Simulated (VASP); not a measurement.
**Al3BP4: single point with PBE**

The system is Al3BP4.

```
Al B P
1.0
     5.12625    0.00000    0.00000
     0.00000    5.12625    0.00000
     0.00000    0.00000    5.12625
Al B P
3 1 4
Direct
  0.00000 0.00000 0.50000
  0.00000 0.50000 0.00000
  0.50000 0.00000 0.00000
  0.50000 0.50000 0.50000
  0.25000 0.25000 0.25000
  0.25000 0.75000 0.75000
  0.75000 0.25000 0.75000
  0.75000 0.75000 0.25000
```

```
Program             : VASP 6.6.1
Task                : single point
Functional          : PBE
Potentials or basis : VASP PAW PBE potentials, release 64 (Al, B, P)
Cutoff              : 520 eV
k mesh              : 4 × 4 × 4
Occupations         : gaussian, width 0.1 eV
Spin                : no spin polarisation
```

```yaml
Pressure: 14.2 GPa
Band_gap_on_the_k_mesh: 0.93 eV
```

Levels at points of the mesh, in eV from the valence-band top:
```
           k point  band 13  band 14  band 15  band 16  band 17  band 18  band 19  band 20
(0.00, 0.00, 0.00)    -2.47     0.00     0.00     0.00     0.93     1.51     1.51     1.51
(0.50, 0.00, 0.00)    -1.74    -1.74    -1.47    -1.47     2.29     2.35     4.03     4.31
(0.50, 0.50, 0.00)    -1.16    -1.16    -1.01    -0.84     3.18     3.36     3.84     3.84
(0.50, 0.50, 0.50)    -0.85    -0.85    -0.82    -0.82     1.42     3.77     3.77     3.77
```

Wall time 20 s on 1 thread of AMD EPYC 9R45 96-Core Processor (Zen 5), with other jobs on the host, peak memory 0.21 GiB.

Caveat: the cell stands under pressure. A k mesh can miss the band edges.
